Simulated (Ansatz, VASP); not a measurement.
**Cs2H5F in VASP and in Ansatz**

INCAR

```
SYSTEM = Cs2H5F
PREC     = Accurate       ! precision mode
ENCUT    = 520            ! plane-wave cutoff, eV
EDIFF    = 1E-7           ! SCF threshold, eV
ISMEAR   = 0              ! smearing method
SIGMA    = 0.1            ! smearing width, eV
LREAL    = .False.        ! projectors in reciprocal space
LASPH    = .True.         ! aspherical terms in the spheres
NELM     = 80             ! most SCF steps
ALGO     = Normal         ! electronic algorithm
ISIF     = 2              ! what is computed and relaxed
LWAVE    = .False.        ! write WAVECAR
LCHARG   = .False.        ! write CHGCAR
GGA      = PE             ! functional
NBANDS   = 25             ! bands
```

KPOINTS

```
Automatic mesh
0
Gamma
  4 4 4
  0 0 0
```

The input POSCAR:

```
Cs2H5F
1.0
    6.0864797300      0.0000000000      0.0000000000
    0.0000000000      6.0864797300      0.0000000000
    0.0000000000      0.0000000000      4.0956986700
Cs H F
2 5 1
Direct
    0.0000000000      0.5000000000      0.5000000000
    0.5000000000      0.0000000000      0.5000000000
    0.7920047600      0.7920047600      0.0000000000
    0.2079952400      0.7920047600      0.0000000000
    0.7920047600      0.2079952400      0.0000000000
    0.0000000000      0.0000000000      0.5000000000
    0.2079952400      0.2079952400      0.0000000000
    0.0000000000      0.0000000000      0.0000000000
```

Input for Ansatz:

```yaml
crystal:
  lattice:
    - [6.08647973, 0.0, 0.0]
    - [0.0, 6.08647973, 0.0]
    - [0.0, 0.0, 4.09569867]
  atoms:
    - { symbol: Cs, position: [0.0, 0.5, 0.5] }
    - { symbol: Cs, position: [0.5, 0.0, 0.5] }
    - { symbol: H, position: [0.79200476, 0.79200476, 0.0] }
    - { symbol: H, position: [0.20799524, 0.79200476, 0.0] }
    - { symbol: H, position: [0.79200476, 0.20799524, 0.0] }
    - { symbol: H, position: [0.0, 0.0, 0.5] }
    - { symbol: H, position: [0.20799524, 0.20799524, 0.0] }
    - { symbol: F, position: [0.0, 0.0, 0.0] }
basis:
  ecutwfc: 420
kpoints:
  mp_grid: { grid: [4, 4, 4] }
hamiltonian:
  xc: pbe
scf:
  occupations: { method: gaussian, width: 0.1 }
  lower_state_search: "off"
output:
  forces: true
  stress: true
  eigenvalues: true
```

Change from the starting cell: species swapped into the Cs2MnF5 type (P4/mmm, No. 123).

Alike in both runs: task single point; functional PBE; k mesh 4 × 4 × 4; occupations gaussian, width 0.1 eV; no spin polarisation.

```csv
,VASP,Ansatz
version,VASP 6.6.1,Ansatz 0.2.0
potentials or method,"VASP PAW PBE potentials, release 64 (Cs_sv, H, F), cutoff 520 eV","scalar-relativistic, plane waves, PAW"
valence electrons in the cell,30,30
```

|  | VASP | Ansatz | Ansatz less VASP |
| --- | --- | --- | --- |
| gap on the k mesh at the Fermi level (eV) | none | none | - |
| pressure (GPa) | 0.2 | 0.2 | +0.04 |
| traceless stress, the component that is largest in VASP (GPa) | 0.98 | 0.98 | -0.003 |
| rms of the force components (eV/Å) | 0.047 | 0.046 | -0.0015 |

Atom by atom the forces differ by 0.001 eV/Å (rms over components). A gap of «none» marks a metal or a gap that the smearing closes.

The k mesh is coarse, so the values compare programs but aren't converged. Spin-orbit coupling is off throughout.
